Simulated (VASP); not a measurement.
# GaP (F-43m) in VASP: a series of runs

GaP is run at these levels: PBEsol; tasks: single point, relaxation of cell and atoms.

All numbers are computed with VASP 6.6.1; they aren't measurements. Logs are shortened: lines on timing, memory, paths and dates and some standing lists are left out, and cuts for length are marked.

### Step 1. The cell of the first run

It takes space group F-43m (No. 216, cubic). Conventional cell: a = 5.205 Å, b = 5.205 Å, c = 5.205 Å, α = 90.00°, β = 90.00°, γ = 90.00°. Within 3.0 Å of Ga (site symmetry -43m) lie 4 P at 2.25 Å. P (site symmetry -43m) has 4 Ga at 2.25 Å within 3.0 Å.

### Step 2. Single point, PBEsol, non-collinear spin, zero start, spin-orbit coupling

INCAR reads:

```
SYSTEM = GaP
  PREC = Accurate
  ENCUT = 520
  EDIFF = 1E-6
  ISMEAR = 0
  SIGMA = 0.01
  LREAL = .FALSE.
  LASPH = .TRUE.
  NELM = 150
  ALGO = Normal
  ISIF = 2
  LWAVE = .FALSE.
  LCHARG = .FALSE.
  MAGMOM = 0 0 0 0 0 0
  LORBIT = 11
  LSORBIT = .TRUE.
  GGA_COMPAT = .FALSE.
  LORBMOM = .TRUE.
  GGA = PS
  NBANDS = 30
```

KPOINTS reads:

```
regular mesh
0
G
  8 8 8
  0 0 0
```

POSCAR reads:

```
GaP
1.0
    2.6023467497      2.6023467497      0.0000000000
   -2.6023467497      2.6023467497      0.0000000000
    0.0000000000      2.6023467497      2.6023467497
Ga P
1 1
Direct
    0.0000000000      0.0000000000      0.0000000000
    0.7500000000      0.2500000000      0.5000000000
```

Potentials or basis: VASP PAW PBE potentials, release 64 (Ga_d, P).

The run is started by

```sh
$ cat potpaw_PBE.64/Ga_d/POTCAR potpaw_PBE.64/P/POTCAR > POTCAR
$ mpirun -np 1 vasp_ncl > vasp.out
```

OUTCAR:

```text
SYSTEM = GaP
   PREC = Accurate
   ENCUT = 520
   EDIFF = 1E-6
   ISMEAR = 0
   LREAL = .FALSE.
   LASPH = .TRUE.
   NELM = 150
   ISIF = 2
   LORBIT = 11
   LSORBIT = .TRUE.
   GGA = PS

 ion  position               nearest neighbor table
   1  0.000  0.000  0.000-   2 2.25   2 2.25   2 2.25   2 2.25
   2  0.750  0.250  0.500-   1 2.25   1 2.25   1 2.25   1 2.25

  LATTYP: Found a face centered cubic cell.
 ALAT       =     5.2046934994

  Lattice vectors:

 A1 = (   0.0000000000,   2.6023467497,   2.6023467497)
 A2 = (   2.6023467497,   0.0000000000,   2.6023467497)
 A3 = (   2.6023467497,   2.6023467497,   0.0000000000)

Analysis of symmetry for initial positions (statically):
=====================================================================
 Subroutine PRICEL returns:
 Original cell was already a primitive cell.

 Routine SETGRP: Setting up the symmetry group for a
 face centered cubic supercell.

 Subroutine GETGRP returns: Found 24 space group operations
 (whereof 24 operations were pure point group operations)
 out of a pool of 48 trial point group operations.

The static configuration has the point symmetry T_d .

Analysis of symmetry for dynamics (positions and initial velocities):
=====================================================================
 Subroutine PRICEL returns:
 Original cell was already a primitive cell.

 Routine SETGRP: Setting up the symmetry group for a
 face centered cubic supercell.

 Subroutine GETGRP returns: Found 24 space group operations
 (whereof 24 operations were pure point group operations)
 out of a pool of 48 trial point group operations.

The dynamic configuration has the point symmetry T_d .

Analysis of structural, dynamic, and magnetic symmetry:
=====================================================================
 Subroutine PRICEL returns:
 Original cell was already a primitive cell.

 Routine SETGRP: Setting up the symmetry group for a
 face centered cubic supercell.

 Subroutine GETGRP returns: Found 24 space group operations
 (whereof 24 operations were pure point group operations)
 out of a pool of 48 trial point group operations.

The overall configuration has the point symmetry T_d .

 Subroutine INISYM returns: Found 24 space group operations
 (whereof 24 operations are pure point group operations),
 and found     1 'primitive' translations

----------------------------------------------------------------------------------------

                                     Primitive cell

  volume of cell :      35.2473

  direct lattice vectors                    reciprocal lattice vectors
     2.602346750  2.602346750  0.000000000     0.192134273  0.192134273 -0.192134273
    -2.602346750  2.602346750  0.000000000    -0.192134273  0.192134273 -0.192134273
     0.000000000  2.602346750  2.602346750     0.000000000  0.000000000  0.384268545

  length of vectors
     3.680274067  3.680274067  3.680274067     0.332786322  0.332786322  0.384268545

  position of ions in fractional coordinates (direct lattice)
     0.000000000  0.000000000  0.000000000
     0.750000000  0.250000000  0.500000000

  ion indices of the primitive-cell ions
   primitive index   ion index
                 1           1
                 2           2

----------------------------------------------------------------------------------------

 KPOINTS: regular mesh

Automatic generation of k-mesh.
 Grid dimensions read from file:
 generate k-points for:    8    8    8

 Generating k-lattice:

  Cartesian coordinates                     Fractional coordinates (reciprocal lattice)
     0.024016784  0.024016784 -0.024016784     0.125000000  0.000000000  0.000000000
    -0.024016784  0.024016784 -0.024016784     0.000000000  0.125000000  0.000000000
     0.000000000  0.000000000  0.048033568     0.000000000  0.000000000  0.125000000

  Length of vectors
     0.041598290  0.041598290  0.048033568

  Shift w.r.t. Gamma in fractional coordinates (k-lattice)
     0.000000000  0.000000000  0.000000000

 Subroutine IBZKPT returns following result:
 ===========================================

 Found     43 irreducible k-points:

 Following reciprocal coordinates:
            Coordinates               Weight
  0.000000  0.000000  0.000000      1.000000
  0.125000  0.000000  0.000000      4.000000
 -0.125000  0.000000  0.000000      4.000000
  0.250000  0.000000  0.000000      4.000000
 -0.250000  0.000000  0.000000      4.000000
  0.375000  0.000000  0.000000      4.000000
[... 16 lines left out ...]
 -0.375000 -0.250000  0.000000     12.000000
  0.500000  0.250000  0.000000     12.000000
 [... further k-points ...]
   k-points           NKPTS =     43   k-points in BZ     NKDIM =     43   number of bands    NBANDS=     30
   number of dos      NEDOS =    301   number of ions     NIONS =      2
[... 26 lines left out ...]
   PSTRESS=    0.0 pullay stress
   NELECT =      18.0000    total number of electrons
   NUPDOWN=      -1.0000    fix difference up-down
   EMIN   =  10.00;   EMAX   =-10.00  energy-range for DOS
   EFERMI =   0.00;   METHOD = LEGACY
   ISMEAR =     0;   SIGMA  =   0.01  broadening in eV -4-tet -1-fermi 0-gaus
   EFERMI_NEDOS =   21; number of points for ismear=-14 and -15
   IALGO  =     38    algorithm
   IMIX   =      4    mixing-type and parameters
     AMIX     =   0.40;   BMIX     =  1.00
     AMIX_MAG =   1.60;   BMIX_MAG =  1.00
  volume/ion in A,a.u.               =      17.62       118.93
  Fermi-wavevector in a.u.,A,eV,Ry     =   1.308551  2.472802 23.297318  1.712305
  Thomas-Fermi vector in A             =   2.439210
   LORBIT       =     11    0 simple, 1 ext, 2 COOP (PROOUT), +10 PAW based schemes
   GGA     = PS    functional components
   LHFCALC =     F    Hartree Fock is set to
   AEXX    =    0.0000 exact exchange contribution
   IVDW    =     0    specifies the selected vdW correction
   LEPSILON=     F    determine dielectric tensor
   LRPA    =     F    only Hartree local field effects (RPA)
 Gauss-broadening in eV      SIGMA  =   0.01
  energy-cutoff  :      520.00
  volume of cell :       35.25
 maximum number of plane-waves:      1920
   NGX = 13   NGY = 13   NGZ = 13

 number of electron      18.0000000 magnetization       0.0000000      0.0000000      0.0000000

 number of electron      18.0000015 magnetization       0.0000000     -0.0000000      0.0000000

 number of electron      18.0000015 magnetization      -0.0000000     -0.0000000      0.0000000

 Free energy of the ion-electron system (eV)
  ---------------------------------------------------
  ext. energy  EPLUGINS =         0.00000000
  ---------------------------------------------------
  free energy    TOTEN  =        -9.72409222 eV

  energy without entropy =       -9.72409222  energy(sigma->0) =       -9.72409222

 E-fermi :   6.2133     XC(G=0): -10.6621

 val. band max:        6.1261767217   @ k =   0.0000   0.0000   0.0000
 cond. band min:       7.2916112687   @ k =   0.5000   0.5000   0.0000
 fundamental gap:      1.1654345470
 Fermi energy:         6.2132783511

 k-point     1 :       0.0000    0.0000    0.0000
  band No.  band energies     occupation
      1      -8.9873      1.00000
      2      -8.9873      1.00000
      3      -8.9872      1.00000
      4      -8.9872      1.00000
      5      -8.5888      1.00000
      6      -8.5888      1.00000
[... 781 lines left out ...]
     29      18.3108      0.00000
     30      18.3163      0.00000

 [... further k-points ...]

------------------------ aborting loop because EDIFF is reached ----------------------------------------

  FORCE on cell =-STRESS in cart. coord.  units (eV):
  Direction    XX          YY          ZZ          XY          YZ          ZX
  --------------------------------------------------------------------------------------
  -------------------------------------------------------------------------------------
  Total        3.2353187      3.2353187      3.2353187      0.0000000      0.0000000     -0.0000000
  in kB      147.0625760    147.0625760    147.0625760      0.0000000      0.0000000     -0.0000000
  external PRESSURE =     147.0625760 kB  Pullay stress =       0.0000000 kB

 VOLUME and BASIS-vectors are now :
 -----------------------------------------------------------------------------
  energy-cutoff  :      520.00
  volume of cell :       35.25
      direct lattice vectors                 reciprocal lattice vectors
     2.602346750  2.602346750  0.000000000     0.192134273  0.192134273 -0.192134273
    -2.602346750  2.602346750  0.000000000    -0.192134273  0.192134273 -0.192134273
     0.000000000  2.602346750  2.602346750     0.000000000  0.000000000  0.384268545

 POSITION                                       TOTAL-FORCE (eV/Angst)
 -----------------------------------------------------------------------------------
      0.00000      0.00000      0.00000         0.000000      0.000000      0.000000
      1.30117      3.90352      1.30117        -0.000000     -0.000000     -0.000000
 -----------------------------------------------------------------------------------
    total drift:                               -0.000002      0.000000     -0.000000

  FREE ENERGIE OF THE ION-ELECTRON SYSTEM (eV)
  ---------------------------------------------------
  free  energy   TOTEN  =        -9.7240922159 eV

  energy  without entropy=       -9.7240922159  energy(sigma->0) =       -9.72409222

 orbital moment (x)

 # of ion     p       d       tot
 ----------------------------------------
  1        -0.000  -0.000  -0.000
  2         0.000   0.000   0.000
 ----------------------------------------
            0.000  -0.000   0.000

 orbital moment (y)

 # of ion     p       d       tot
 ----------------------------------------
  1         0.000   0.000   0.000
  2         0.000   0.000   0.000
 ----------------------------------------
            0.000   0.000   0.000

 orbital moment (z)

 # of ion     p       d       tot
 ----------------------------------------
  1         0.000   0.000   0.000
  2         0.000   0.000   0.000
 ----------------------------------------
            0.000   0.000   0.000

 Spin-Orbit-Coupling matrix elements

 Ion:    1  E_soc:     -0.0128161
 l=   1
     0.0000000    -0.0012526    -0.0012526
    -0.0012526     0.0000000    -0.0012526
    -0.0012526    -0.0012526     0.0000000
 l=   2
     0.0000000    -0.0001810     0.0000000    -0.0001810    -0.0007024
    -0.0001810     0.0000000    -0.0005268    -0.0001810    -0.0001756
     0.0000000    -0.0005268     0.0000000    -0.0005268     0.0000000
    -0.0001810    -0.0001810    -0.0005268     0.0000000    -0.0001756
    -0.0007024    -0.0001756     0.0000000    -0.0001756     0.0000000
 l=   3
     0.0000000     0.0000000     0.0000000     0.0000000     0.0000000     0.0000000     0.0000000
     0.0000000     0.0000000     0.0000000     0.0000000     0.0000000     0.0000000     0.0000000
     0.0000000     0.0000000     0.0000000     0.0000000     0.0000000     0.0000000     0.0000000
     0.0000000     0.0000000     0.0000000     0.0000000     0.0000000     0.0000000     0.0000000
     0.0000000     0.0000000     0.0000000     0.0000000     0.0000000     0.0000000     0.0000000
     0.0000000     0.0000000     0.0000000     0.0000000     0.0000000     0.0000000     0.0000000
     0.0000000     0.0000000     0.0000000     0.0000000     0.0000000     0.0000000     0.0000000

 Ion:    2  E_soc:     -0.0008757
 l=   1
     0.0000000    -0.0001459    -0.0001459
    -0.0001459     0.0000000    -0.0001459
    -0.0001459    -0.0001459     0.0000000
 l=   2
     0.0000000     0.0000000     0.0000000     0.0000000     0.0000000
     0.0000000     0.0000000     0.0000000     0.0000000     0.0000000
     0.0000000     0.0000000     0.0000000     0.0000000     0.0000000
     0.0000000     0.0000000     0.0000000     0.0000000     0.0000000
     0.0000000     0.0000000     0.0000000     0.0000000     0.0000000
 l=   3
     0.0000000     0.0000000     0.0000000     0.0000000     0.0000000     0.0000000     0.0000000
     0.0000000     0.0000000     0.0000000     0.0000000     0.0000000     0.0000000     0.0000000
     0.0000000     0.0000000     0.0000000     0.0000000     0.0000000     0.0000000     0.0000000
     0.0000000     0.0000000     0.0000000     0.0000000     0.0000000     0.0000000     0.0000000
     0.0000000     0.0000000     0.0000000     0.0000000     0.0000000     0.0000000     0.0000000
     0.0000000     0.0000000     0.0000000     0.0000000     0.0000000     0.0000000     0.0000000
     0.0000000     0.0000000     0.0000000     0.0000000     0.0000000     0.0000000     0.0000000

 total charge

# of ion       s       p       d       tot
------------------------------------------
    1        0.883   1.019  10.046  11.948
    2        1.012   1.601   0.000   2.613
--------------------------------------------------
tot          1.895   2.620  10.046  14.561

 magnetization (x)

# of ion       s       p       d       tot
------------------------------------------
    1        0.000   0.000  -0.000   0.000
    2       -0.000   0.000   0.000  -0.000
--------------------------------------------------
tot          0.000   0.000  -0.000  -0.000

 magnetization (y)

# of ion       s       p       d       tot
------------------------------------------
    1        0.000  -0.000   0.000  -0.000
    2       -0.000   0.000   0.000   0.000
--------------------------------------------------
tot          0.000   0.000   0.000   0.000

 magnetization (z)

# of ion       s       p       d       tot
------------------------------------------
    1        0.000  -0.000  -0.000  -0.000
    2       -0.000  -0.000   0.000  -0.000
--------------------------------------------------
tot          0.000  -0.000  -0.000  -0.000
```

It took 2.3 min on 1 thread of AMD EPYC 7R13, shared host; peak memory 0.24 GiB.

What came out:

```yaml
Free_energy: -9.7241 eV
Pressure: 14.7 GPa
Net_moment: 0.00 μB per cell
Valence_electrons_inside_the_program's_atomic_spheres: Ga 11.95; P 2.61
```

Moments on the atoms (μB; x, y, z):
```
Ga  0.00 0.00 0.00
P   0.00 0.00 0.00
```

Caveat: the PAW data sets were made with another functional, which shifts forces and pressure a little.

### Step 3. Relaxation of cell and atoms, PBEsol

This run uses another cell than the first one, of 20.24 Å³/atom, 1.148 times its volume.

INCAR reads:

```
ALGO     = Normal         # electronic algorithm
EDIFF    = 1E-6           # SCF threshold, eV
EDIFFG   = -0.002         # ionic threshold
ENCUT    = 600            # plane-wave cutoff, eV
GGA      = PS             # functional
IBRION   = 2              # ionic algorithm
ISIF     = 3              # what is computed and relaxed
ISMEAR   = -1             # smearing method
LASPH    = True           # aspherical terms in the spheres
LCHARG   = False          # write CHGCAR
LREAL    = False          # projectors in reciprocal space
LWAVE    = False          # write WAVECAR
NELM     = 60             # most SCF steps
NSW      = 100            # ionic steps
PREC     = Accurate       # precision mode
SIGMA    = 0.05           # smearing width, eV
```

KPOINTS reads:

```
k-points
0
Gamma
  12 12 12
```

POSCAR reads:

```
GaP
1.0
    2.7252500000      2.7252500000      0.0000000000
   -2.7252500000      2.7252500000      0.0000000000
    0.0000000000      2.7252500000      2.7252500000
Ga P
1 1
Direct
    0.0000000000      0.0000000000      0.0000000000
    0.7500000000      0.2500000000      0.5000000000
```

Potentials or basis: VASP PAW PBE potentials, release 64 (Ga_d, P).

The run is started by

```sh
$ cat potpaw_PBE.64/Ga_d/POTCAR potpaw_PBE.64/P/POTCAR > POTCAR
$ mpirun -np 1 vasp_std > vasp.out
```

It took 2.4 min on 1 thread of AMD EPYC 7R13, shared host; peak memory 0.18 GiB.

The run converged. Its results:

```
Free energy                            : -9.9238 eV
Relaxed volume                         : 20.08 Å³/atom
Relaxed cell                           : a = 3.844 Å, b = 3.844 Å, c = 3.844 Å, α = 60.00°, β = 60.00°, γ = 90.00°
Space group after relaxing (to 0.05 Å) : F-43m (No. 216)
Energy gained by relaxing              : 0.3 meV/atom
Ionic steps                            : 6
Pressure after relaxing                : 0.0 GPa
Band gap on the k mesh                 : 1.46 eV, indirect (least direct gap 1.81 eV)
```

The path:
| step | energy change (eV) | largest force (eV/Å) | pressure (GPa) | volume (Å³) |
| --- | --- | --- | --- | --- |
| 1 | 0.0000 | 0.0000 | -0.64 | 40.48 |
| 2 | -0.0004 | 0.0000 | 0.43 | 40.01 |
| 3 | -0.0006 | 0.0000 | -0.03 | 40.18 |
| 4 | -0.0006 | 0.0000 | 0.06 | 40.17 |
| 5 | -0.0006 | 0.0000 | -0.05 | 40.17 |
| 6 | -0.0006 | 0.0000 | -0.01 | 40.17 |

Final structure:
```yaml
crystal:
  lattice:
    - [2.71825, 2.71825, 0.00000]
    - [-2.71825, 2.71825, 0.00000]
    - [0.00000, 2.71825, 2.71825]
  atoms:
    - { symbol: Ga, position: [0.00000, 0.00000, 0.00000] }
    - { symbol: P, position: [0.75000, 0.25000, 0.50000] }
```

Levels at points of the mesh, in eV from the valence-band top:
```
           k point  band 5  band 6  band 7  band 8  band 9  band 10  band 11  band 12  band 13
(0.00, 0.00, 0.00)  -14.45  -12.58    0.00    0.00    0.00     1.81     3.83     3.83     3.83
(0.50, 0.00, 0.00)  -14.44  -10.47   -6.74   -1.14   -1.14     1.61     4.65     4.65     8.10
(0.50, 0.50, 0.00)  -14.43   -9.54   -6.84   -2.74   -2.74     1.50     1.71    10.61    10.61
```

Caveat: the PAW data sets were made with another functional, which shifts forces and pressure a little. As with any semilocal functional, this PBEsol gap is likely too small.

### Step 4. Single point, PBEsol, non-collinear spin, zero start, spin-orbit coupling

This run uses another cell than the first one, of 18.28 Å³/atom, 1.037 times its volume.

INCAR reads:

```
SYSTEM = GaP
PREC     = Accurate       ! precision mode
ENCUT    = 520            ! plane-wave cutoff, eV
EDIFF    = 1E-6           ! SCF threshold, eV
ISMEAR   = 0              ! smearing method
SIGMA    = 0.01           ! smearing width, eV
LREAL    = .False.        ! projectors in reciprocal space
LASPH    = .True.         ! aspherical terms in the spheres
NELM     = 150            ! most SCF steps
ALGO     = Normal         ! electronic algorithm
ISIF     = 2              ! what is computed and relaxed
LWAVE    = .False.        ! write WAVECAR
LCHARG   = .False.        ! write CHGCAR
MAGMOM   = 0 0 0 0 0 0    ! initial moments
LORBIT   = 11             ! projections on sites
LSORBIT  = .True.         ! spin-orbit coupling
GGA_COMPAT= .False.      
LORBMOM  = .True.       
GGA      = PS             ! functional
NBANDS   = 30             ! bands
```

KPOINTS reads:

```
Automatic mesh
0
Gamma
  8 8 8
  0 0 0
```

POSCAR reads:

```
GaP
1.0
    2.6343544138      2.6343544138      0.0000000000
   -2.6343544138      2.6343544138      0.0000000000
    0.0000000000      2.6343544138      2.6343544138
Ga P
1 1
Direct
    0.0000000000      0.0000000000      0.0000000000
    0.7500000000      0.2500000000      0.5000000000
```

The run is started by

```sh
$ cat potpaw_PBE.64/Ga_d/POTCAR potpaw_PBE.64/P/POTCAR > POTCAR
$ mpirun -np 1 vasp_ncl > vasp.out
```

It took 2.1 min on 1 thread of AMD EPYC 7R13, shared host; peak memory 0.24 GiB.

The run converged. Its results:

- Free energy: -9.8250 eV
- Pressure: 9.7 GPa
- Net moment: 0.00 μB per cell
- Valence electrons inside the program's atomic spheres: Ga 11.88; P 2.59

Moments on the atoms (μB; x, y, z):
```
Ga  0.00 0.00 0.00
P   0.00 0.00 0.00
```

Caveat: the PAW data sets were made with another functional, which shifts forces and pressure a little.

### Step 5. Overview

```csv
task,spin,cell,k mesh,cutoff (eV),smearing,pressure (GPa),moment (μB)
single point,"non-collinear, zero start, SOC","a = 3.680 Å, angles 60.0, 60.0, 90.0°, 2 atoms",8 × 8 × 8,520,gaussian 0.01 eV,14.7,0.00
relaxation of cell and atoms,off,"relaxed from a = 3.854 Å, angles 60.0, 60.0, 90.0°, 2 atoms",12 × 12 × 12,600,fermi-dirac 0.05 eV,0.0,-
single point,"non-collinear, zero start, SOC","a = 3.726 Å, angles 60.0, 60.0, 90.0°, 2 atoms",8 × 8 × 8,520,gaussian 0.01 eV,9.7,0.00
```

Alike in all rows: level PBEsol; potentials or basis VASP PAW PBE potentials, release 64 (Ga_d, P).

Caveats: the PAW data sets were made with another functional, which shifts forces and pressure a little.

Absolute energies hang on the potentials; compare differences alone.
